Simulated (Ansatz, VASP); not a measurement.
**MgO in VASP and in Ansatz**

```
Mg O
1.0
     4.16071    0.00000    0.00000
     0.00000   -4.16071    0.00000
     0.00000    0.00000   -4.16071
Mg O
4 4
Direct
  0.91163 0.08837 0.07499
  0.50000 0.50000 0.00000
  0.50000 0.00000 0.50000
  0.00000 0.50000 0.50000
  0.50000 0.00000 0.00000
  0.00000 0.50000 0.00000
  0.00000 0.00000 0.50000
  0.50000 0.50000 0.50000
```

Alike in both runs: task single point; functional LDA; k mesh 6 × 6 × 6; occupations gaussian, width 0.05 eV; no spin polarisation.

|  | VASP | Ansatz |
| --- | --- | --- |
| version | VASP 6.6.1 | Ansatz 0.2.0 |
| potentials or method | VASP PAW LDA potentials, release 64 (Mg_sv, O), cutoff 840 eV | scalar-relativistic, plane waves, PAW |
| valence electrons in the cell | 64 | 64 |

|  | VASP | Ansatz | Ansatz less VASP |
| --- | --- | --- | --- |
| gap on the k mesh at the Fermi level (eV) | 4.89 | 4.88 | -0.008 |
| least direct gap on the mesh (eV) | 4.89 | 4.88 | -0.008 |
| pressure (GPa) | 11.3 | 10.7 | -0.69 |
| traceless stress, the component that is largest in VASP (GPa) | -2.44 | -2.36 | +0.073 |
| rms of the force components (eV/Å) | 1.619 | 1.580 | -0.0382 |

Ansatz warns that its potentials were made for another functional, while VASP's fit it. LDA's correlation is that of Perdew and Zunger in VASP and of Perdew and Wang (1992) in Ansatz. Atom by atom the forces differ by 0.044 eV/Å (rms over components).
